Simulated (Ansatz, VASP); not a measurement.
**AlGa2N3: VASP beside Ansatz**

INCAR

```
ALGO = Normal
EDIFF = 1E-6
EDIFFG = -0.01
ENCUT = 600
GGA = PE
IBRION = 2
ISIF = 3
ISMEAR = 0
LASPH = True
LCHARG = False
LREAL = False
LWAVE = False
NELM = 80
NSW = 65
PREC = Accurate
SIGMA = 0.02
```

KPOINTS

```
k-points
0
Gamma
  12 12 2
```

The input POSCAR:

```
AlGa2N3
1.0
    3.2005742532      0.0000000000      0.0000000000
   -1.6002871266      2.7717786099      0.0000000000
    0.0000000000      0.0000000000     15.3921038332
Al N Ga
2 6 4
Direct
    0.3333333333      0.6666666667      0.3330762154
    0.6666666667      0.3333333333      0.1664095487
    0.3333333333      0.6666666667      0.1269237846
    0.6666666667      0.3333333333      0.2935904513
    0.3333333333      0.6666666667      0.4602571179
    0.6666666667      0.3333333333      0.6269237846
    0.3333333333      0.6666666667      0.7935904513
    0.6666666667      0.3333333333      0.9602571179
    0.3333333333      0.6666666667      0.6664095487
    0.6666666667      0.3333333333      0.4997428821
    0.3333333333      0.6666666667      0.9997428821
    0.6666666667      0.3333333333      0.8330762154
```

Input for Ansatz:

```yaml
crystal:
  lattice:
    - [3.2005742532, 0.0, 0.0]
    - [-1.6002871266, 2.7717786099, 0.0]
    - [0.0, 0.0, 15.3921038332]
  atoms:
    - { symbol: Al, position: [0.3333333333, 0.6666666667, 0.3330762154] }
    - { symbol: Al, position: [0.6666666667, 0.3333333333, 0.1664095487] }
    - { symbol: "N", position: [0.3333333333, 0.6666666667, 0.1269237846] }
    - { symbol: "N", position: [0.6666666667, 0.3333333333, 0.2935904513] }
    - { symbol: Ga, position: [0.3333333333, 0.6666666667, 0.6664095487] }
    - { symbol: Ga, position: [0.6666666667, 0.3333333333, 0.4997428821] }
    - { symbol: "N", position: [0.3333333333, 0.6666666667, 0.4602571179] }
    - { symbol: "N", position: [0.6666666667, 0.3333333333, 0.6269237846] }
    - { symbol: Ga, position: [0.3333333333, 0.6666666667, 0.9997428821] }
    - { symbol: Ga, position: [0.6666666667, 0.3333333333, 0.8330762154] }
    - { symbol: "N", position: [0.3333333333, 0.6666666667, 0.7935904513] }
    - { symbol: "N", position: [0.6666666667, 0.3333333333, 0.9602571179] }
basis:
  ecutwfc: 420
kpoints:
  mp_grid: { grid: [12, 12, 2] }
hamiltonian:
  xc: pbe
scf:
  occupations: { method: gaussian, width: 0.02 }
output:
  forces: true
  stress: true
  eigenvalues: true
  populations: true
relax:
  adjacent_minimum: "off"
  f_tol: 0.01
  max_steps: 45
  cell: { stress_tol: 0.05 }
```

Alike in both runs: task relaxation of cell and atoms; functional PBE; k mesh 12 × 12 × 2; occupations gaussian, width 0.02 eV; no spin polarisation.

|  | VASP | Ansatz |
| --- | --- | --- |
| version | VASP 6.6.1 | Ansatz 0.2.0 |
| potentials or method | VASP PAW PBE potentials, release 64 (Al, N, Ga_d), cutoff 600 eV | scalar-relativistic, plane waves, PAW |
| valence electrons in the cell | 88 | 88 |

|  | VASP | Ansatz | Ansatz less VASP |
| --- | --- | --- | --- |
| gap on the k mesh at the Fermi level, each at its own relaxed structure (eV) | 2.19 | 2.18 | -0.010 |
| relaxed volume (Å³/atom) | 11.38 | 11.39 | +0.010 |
